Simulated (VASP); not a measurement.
# WSe2 (P6_3/mmc) in VASP: further runs

The runs below take WSe2 through single point, with PBE.

Program: VASP 6.6.1. These are calculated values, not measurements. Logs are shortened: lines on timing, memory, paths and dates and some standing lists are left out, and cuts for length are marked.

### Step 1. The cell of the first run

The structure is hexagonal, space group P6_3/mmc (No. 194). The conventional cell has a = 3.298 Å, b = 3.298 Å, c = 13.213 Å, α = 90.00°, β = 90.00°, γ = 120.00°. W (site symmetry -6m2) has 6 Se at 2.54 Å and 6 W at 3.30 Å within 3.4 Å. Se (site symmetry 3m) has 3 W at 2.54 Å and 7 Se at 3.30 to 3.36 Å within 3.4 Å.

### Step 2. Single point, PBE

INCAR reads:

```
SYSTEM = WSe2
PREC = Accurate ; ENCUT = 520
EDIFF = 1E-6 ; ISMEAR = 0
SIGMA = 0.02 ; LREAL = .False.
LASPH = .True. ; NELM = 100
ALGO = Normal ; ISIF = 2
LWAVE = .False. ; LCHARG = .False.
GGA = PE ; NBANDS = 35
```

KPOINTS reads:

```
regular mesh
0
Gamma
  12 12 2
  0 0 0
```

POSCAR reads:

```
WSe2
1.0
    3.2984508921      0.0000000000      0.0000000000
   -1.6492254461      2.8565422657      0.0000000000
    0.0000000000      0.0000000000     13.2131006004
W Se
2 4
Direct
    0.6666666667      0.3333333333      0.7500000000
    0.3333333333      0.6666666667      0.2500000000
    0.3333333333      0.6666666667      0.8772941367
    0.6666666667      0.3333333333      0.3772941367
    0.3333333333      0.6666666667      0.6227058633
    0.6666666667      0.3333333333      0.1227058633
```

Potentials or basis: VASP PAW PBE potentials, release 64 (W_sv, Se).

Run with:

```bash
cat potpaw_PBE.64/W_sv/POTCAR potpaw_PBE.64/Se/POTCAR > POTCAR
mpirun -np 1 vasp_std > vasp.out
```

OUTCAR:

```text
SYSTEM = WSe2
   PREC = Accurate
   ENCUT = 520
   EDIFF = 1E-6
   ISMEAR = 0
   LREAL = .False.
   LASPH = .True.
   NELM = 100
   ISIF = 2
   GGA = PE

 ion  position               nearest neighbor table
   1  0.667  0.333  0.750-   3 2.54   5 2.54   3 2.54   5 2.54   3 2.54   5 2.54
   2  0.333  0.667  0.250-   4 2.54   6 2.54   4 2.54   6 2.54   4 2.54   6 2.54
   3  0.333  0.667  0.877-   1 2.54   1 2.54   1 2.54
   4  0.667  0.333  0.377-   2 2.54   2 2.54   2 2.54
   5  0.333  0.667  0.623-   1 2.54   1 2.54   1 2.54
   6  0.667  0.333  0.123-   2 2.54   2 2.54   2 2.54

  LATTYP: Found a hexagonal cell.
 ALAT       =     3.2984508921
 C/A-ratio  =     4.0058503318

  Lattice vectors:

 A1 = (   3.2984508921,   0.0000000000,   0.0000000000)
 A2 = (  -1.6492254461,   2.8565422657,   0.0000000000)
 A3 = (   0.0000000000,   0.0000000000,  13.2131006004)

Analysis of symmetry for initial positions (statically):
=====================================================================
 Subroutine PRICEL returns:
 Original cell was already a primitive cell.

 Routine SETGRP: Setting up the symmetry group for a
 hexagonal supercell.

 Subroutine GETGRP returns: Found 24 space group operations
 (whereof 12 operations were pure point group operations)
 out of a pool of 24 trial point group operations.

The static configuration has the point symmetry D_3d.
 The point group associated with its full space group is D_6h.

Analysis of symmetry for dynamics (positions and initial velocities):
=====================================================================
 Subroutine PRICEL returns:
 Original cell was already a primitive cell.

 Routine SETGRP: Setting up the symmetry group for a
 hexagonal supercell.

 Subroutine GETGRP returns: Found 24 space group operations
 (whereof 12 operations were pure point group operations)
 out of a pool of 24 trial point group operations.

The dynamic configuration has the point symmetry D_3d.
 The point group associated with its full space group is D_6h.

 Subroutine INISYM returns: Found 24 space group operations
 (whereof 12 operations are pure point group operations),
 and found     1 'primitive' translations

----------------------------------------------------------------------------------------

                                     Primitive cell

  volume of cell :     124.4960

  direct lattice vectors                    reciprocal lattice vectors
     3.298450892  0.000000000  0.000000000     0.303172620  0.175036794  0.000000000
    -1.649225446  2.856542266  0.000000000     0.000000000  0.350073588  0.000000000
     0.000000000  0.000000000 13.213100600     0.000000000  0.000000000  0.075682463

  length of vectors
     3.298450892  3.298450892 13.213100600     0.350073588  0.350073588  0.075682463

  position of ions in fractional coordinates (direct lattice)
     0.666666667  0.333333333  0.750000000
     0.333333333  0.666666667  0.250000000
     0.333333333  0.666666667  0.877294137
     0.666666667  0.333333333  0.377294137
     0.333333333  0.666666667  0.622705863
     0.666666667  0.333333333  0.122705863

  ion indices of the primitive-cell ions
   primitive index   ion index
                 1           1
                 2           2
                 3           3
                 4           4
                 5           5
                 6           6

----------------------------------------------------------------------------------------

 KPOINTS: regular mesh

Automatic generation of k-mesh.
 Grid dimensions read from file:
 generate k-points for:   12   12    2

 Generating k-lattice:

  Cartesian coordinates                     Fractional coordinates (reciprocal lattice)
     0.025264385  0.014586399  0.000000000     0.083333333  0.000000000  0.000000000
     0.000000000  0.029172799  0.000000000     0.000000000  0.083333333  0.000000000
     0.000000000  0.000000000  0.037841232     0.000000000  0.000000000  0.500000000

  Length of vectors
     0.029172799  0.029172799  0.037841232

  Shift w.r.t. Gamma in fractional coordinates (k-lattice)
     0.000000000  0.000000000  0.000000000

 Subroutine IBZKPT returns following result:
 ===========================================

 Found     38 irreducible k-points:

 Following reciprocal coordinates:
            Coordinates               Weight
  0.000000  0.000000  0.000000      1.000000
  0.083333 -0.000000  0.000000      6.000000
  0.166667  0.000000  0.000000      6.000000
  0.250000 -0.000000  0.000000      6.000000
  0.333333 -0.000000  0.000000      6.000000
  0.416667 -0.000000  0.000000      6.000000
[... 16 lines left out ...]
  0.250000 -0.000000  0.500000      6.000000
  0.333333 -0.000000  0.500000      6.000000
 [... further k-points ...]
   k-points           NKPTS =     38   k-points in BZ     NKDIM =     38   number of bands    NBANDS=     35
   number of dos      NEDOS =    301   number of ions     NIONS =      6
   total plane-waves  NPLWV =  76832
   dimension x,y,z NGX =    28 NGY =   28 NGZ =   98
   dimension x,y,z NGXF=    56 NGYF=   56 NGZF=  196
   ions per type =               2   4
   NGX,Y,Z   is equivalent  to a cutoff of  14.11, 14.11, 12.33 a.u.
   NGXF,Y,Z  is equivalent  to a cutoff of  28.22, 28.22, 24.66 a.u.
 SYSTEM =  WSe2
   PREC   = accura    normal or accurate (medium, high low for compatibility)
   ISTART =      0    job   : 0-new  1-cont  2-samecut
   ICHARG =      2    charge: 1-file 2-atom 10-const
   ISPIN  =      1    spin polarized calculation?
   LNONCOLLINEAR =      F non collinear calculations
   LSORBIT =      F    spin-orbit coupling
   LASPH  =      T    aspherical Exc in radial PAW
   ENCUT  =  520.0 eV  38.22 Ry    6.18 a.u.   6.13  6.13 24.57*2*pi/ulx,y,z
   NELM   =    100;   NELMIN=  2; NELMDL= -5     # of ELM steps
   EDIFF  = 0.1E-05   stopping-criterion for ELM
   LREAL  =      F    real-space projection
   EDIFFG = 0.1E-04   stopping-criterion for IOM
   NSW    =      0    number of steps for IOM
   IBRION =     -1    ionic relax: 0-MD 1-quasi-New 2-CG
   NFREE  =      0    steps in history (QN), initial steepest desc. (CG)
   ISIF   =      2    stress and relaxation
   ISYM   =      2    0-nonsym 1-usesym 2-fastsym
   POTIM  = 0.5000    time-step for ionic-motion
   TEBEG  =    0.0;   TEEND  =   0.0 temperature during run
   PSTRESS=    0.0 pullay stress
   NELECT =      52.0000    total number of electrons
   NUPDOWN=      -1.0000    fix difference up-down
   EMIN   =  10.00;   EMAX   =-10.00  energy-range for DOS
   EFERMI =   0.00;   METHOD = LEGACY
   ISMEAR =     0;   SIGMA  =   0.02  broadening in eV -4-tet -1-fermi 0-gaus
   EFERMI_NEDOS =   21; number of points for ismear=-14 and -15
   IALGO  =     38    algorithm
   IMIX   =      4    mixing-type and parameters
     AMIX     =   0.40;   BMIX     =  1.00
     AMIX_MAG =   1.60;   BMIX_MAG =  1.00
  volume/ion in A,a.u.               =      20.75       140.02
  Fermi-wavevector in a.u.,A,eV,Ry     =   1.223745  2.312542 20.375418  1.497551
  Thomas-Fermi vector in A             =   2.358844
   LORBIT       =      0    0 simple, 1 ext, 2 COOP (PROOUT), +10 PAW based schemes
   GGA     = PE    functional components
   LHFCALC =     F    Hartree Fock is set to
   AEXX    =    0.0000 exact exchange contribution
   IVDW    =     0    specifies the selected vdW correction
   LEPSILON=     F    determine dielectric tensor
   LRPA    =     F    only Hartree local field effects (RPA)
 non-spin polarized calculation
 Gauss-broadening in eV      SIGMA  =   0.02
  energy-cutoff  :      520.00
  volume of cell :      124.50
 maximum number of plane-waves:      3397
 NGX is ok and might be reduce to    28
   NGX = 13   NGY = 13   NGZ = 49

 number of electron      51.9999998 magnetization

 Free energy of the ion-electron system (eV)
  ---------------------------------------------------
  ext. energy  EPLUGINS =         0.00000000
  ---------------------------------------------------
  free energy    TOTEN  =       -43.17959844 eV

  energy without entropy =      -43.17959844  energy(sigma->0) =      -43.17959844

 E-fermi :   6.2161     XC(G=0): -10.6117

 val. band max:        5.9397540380   @ k =   0.0000   0.0000   0.0000
 cond. band min:       6.9861461976   @ k =   0.1667   0.1667   0.0000
 fundamental gap:      1.0463921596
 Fermi energy:         6.2160879488

 k-point     1 :       0.0000    0.0000    0.0000
  band No.  band energies     occupation
      1     -68.3425      2.00000
      2     -68.3424      2.00000
      3     -32.5782      2.00000
      4     -32.5782      2.00000
      5     -32.4576      2.00000
      6     -32.4576      2.00000
[... 27 lines left out ...]
     34       8.8920      0.00000
     35      10.4094      0.00000

 k-point     2 :       0.0833   -0.0000    0.0000
  band No.  band energies     occupation
      1     -68.3418      2.00000
      2     -68.3418      2.00000
      3     -32.5753      2.00000
      4     -32.5753      2.00000
      5     -32.4728      2.00000
      6     -32.4728      2.00000
[... 27 lines left out ...]
     34       8.8690      0.00000
     35      11.0242      0.00000

 k-point     3 :       0.1667    0.0000    0.0000
  band No.  band energies     occupation
      1     -68.3400      2.00000
      2     -68.3400      2.00000
      3     -32.5674      2.00000
      4     -32.5674      2.00000
      5     -32.5143      2.00000
      6     -32.5143      2.00000
[... 27 lines left out ...]
     34       9.3098      0.00000
     35      11.9263      0.00000
[... 723 lines left out ...]
 k-point    23 :       0.2500   -0.0000    0.5000
  band No.  band energies     occupation
      1     -68.3375      2.00000
      2     -68.3375      2.00000
      3     -32.5704      2.00000
      4     -32.5704      2.00000
      5     -32.5566      2.00000
      6     -32.5566      2.00000
[... 27 lines left out ...]
     34       9.6310      0.00000
     35      12.3086      0.00000

 k-point    24 :       0.3333   -0.0000    0.5000
  band No.  band energies     occupation
      1     -68.3350      2.00000
      2     -68.3350      2.00000
      3     -32.6259      2.00000
      4     -32.6259      2.00000
      5     -32.5458      2.00000
      6     -32.5458      2.00000
[... 27 lines left out ...]
     34       9.8972      0.00000
     35      11.5795      0.00000

 [... further k-points ...]

------------------------ aborting loop because EDIFF is reached ----------------------------------------

  FORCE on cell =-STRESS in cart. coord.  units (eV):
  Direction    XX          YY          ZZ          XY          YZ          ZX
  --------------------------------------------------------------------------------------
  -------------------------------------------------------------------------------------
  Total        1.7432867      1.7432867      1.8353365     -0.0000000     -0.0000000      0.0000000
  in kB       22.4348922     22.4348922     23.6195090     -0.0000000     -0.0000000      0.0000000
  external PRESSURE =      22.8297645 kB  Pullay stress =       0.0000000 kB

 VOLUME and BASIS-vectors are now :
 -----------------------------------------------------------------------------
  energy-cutoff  :      520.00
  volume of cell :      124.50
      direct lattice vectors                 reciprocal lattice vectors
     3.298450892  0.000000000  0.000000000     0.303172620  0.175036794  0.000000000
    -1.649225446  2.856542266  0.000000000     0.000000000  0.350073588  0.000000000
     0.000000000  0.000000000 13.213100600     0.000000000  0.000000000  0.075682463

 POSITION                                       TOTAL-FORCE (eV/Angst)
 -----------------------------------------------------------------------------------
      1.64923      0.95218      9.90983        -0.000000      0.000000      0.000000
     -0.00000      1.90436      3.30328         0.000000     -0.000000      0.000000
     -0.00000      1.90436     11.59178         0.000000     -0.000000      0.043434
      1.64923      0.95218      4.98523        -0.000000      0.000000      0.043434
     -0.00000      1.90436      8.22788         0.000000     -0.000000     -0.043434
      1.64923      0.95218      1.62132        -0.000000      0.000000     -0.043434
 -----------------------------------------------------------------------------------
    total drift:                               -0.000000      0.000000     -0.000000

  FREE ENERGIE OF THE ION-ELECTRON SYSTEM (eV)
  ---------------------------------------------------
  free  energy   TOTEN  =       -43.1795984427 eV

  energy  without entropy=      -43.1795984427  energy(sigma->0) =      -43.17959844
```

Wall time 2 min (1 thread of Intel Xeon 6975P-C (Granite Rapids), shared host); peak memory 0.32 GiB.

What came out:

```
Free energy            : -43.1796 eV
Pressure               : 2.3 GPa
Largest force          : 0.043 eV/Å
Band gap on the k mesh : 1.05 eV (least direct gap 1.53 eV)
```

Forces on the atoms (eV/Å):
```
W    0.000  0.000  0.000
W    0.000  0.000  0.000
Se   0.000  0.000  0.043
Se   0.000  0.000  0.043
Se   0.000  0.000 -0.043
Se   0.000  0.000 -0.043
```

Levels at points of the mesh, in eV from the valence-band top:
```csv
k point,band 24,band 25,band 26,band 27,band 28,band 29
"(0.00, 0.00, 0.00)",-1.15,-1.02,0.00,2.69,2.69,2.73
"(0.50, 0.00, 0.00)",-1.25,-1.21,-1.05,2.18,2.21,2.37
"(0.00, 0.00, 0.50)",-1.43,-0.22,-0.22,2.70,2.70,2.70
"(0.50, 0.00, 0.50)",-1.26,-1.15,-1.15,2.19,2.19,2.55
```

Caveat: spin-orbit coupling is left out, which moves the levels of the heavy elements; this functional lacks dispersion, which binds the layers, so the pressure and a relaxed spacing across them are unreliable. A k mesh can miss the band edges.

(Continued in part 2 of 3.)
